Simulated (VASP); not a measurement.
Write the native input for VASP 6.6.1 that does the following.

```
Task                   : single point
Functional             : PBE
Potentials or basis    : VASP PAW PBE potentials, release 64 (Hf_pv, Re)
Cutoff                 : 520 eV
k mesh                 : 4 × 4 × 4
Occupations            : gaussian, width 0.1 eV
Spin                   : no spin polarisation
Dipole correction      : no
Further INCAR settings : ALGO = Normal; EDIFF = 1e-06; NBANDS = 24
```

The structure of HfRe3 lies in POSCAR:

```
HfRe3
1.0
    4.0340756459      0.0000000000      0.0000000000
    0.0000000000      4.0340756459      0.0000000000
    0.0000000000      0.0000000000      4.0340756459
Hf Re
1 3
Direct
    0.0000000000      0.0000000000      0.0000000000
    0.0000000000      0.5000000000      0.5000000000
    0.5000000000      0.0000000000      0.5000000000
    0.5000000000      0.5000000000      0.0000000000
```

One way to write it, as run:

INCAR

```
SYSTEM = HfRe3
PREC = Accurate
ENCUT = 520
EDIFF = 1E-6
ISMEAR = 0
SIGMA = 0.1
LREAL = .FALSE.
LASPH = .TRUE.
NELM = 60
ALGO = Normal
ISIF = 2
LWAVE = .FALSE.
LCHARG = .FALSE.
GGA = PE
NBANDS = 24
```

KPOINTS

```
regular mesh
0
G
  4 4 4
  0 0 0
```

Potentials or basis: VASP PAW PBE potentials, release 64 (Hf_pv, Re).

Command:

```console
$ cat potpaw_PBE.64/Hf_pv/POTCAR potpaw_PBE.64/Re/POTCAR > POTCAR
$ mpirun -np 1 vasp_std > vasp.out
```

It gave:

```yaml
Pressure: -0.7 GPa
```

Caveat: the k points lie up to 0.39 Å⁻¹ apart.

It took 26 s on 1 thread of Intel Xeon 6975P-C, on a shared host, peak memory 0.17 GiB.
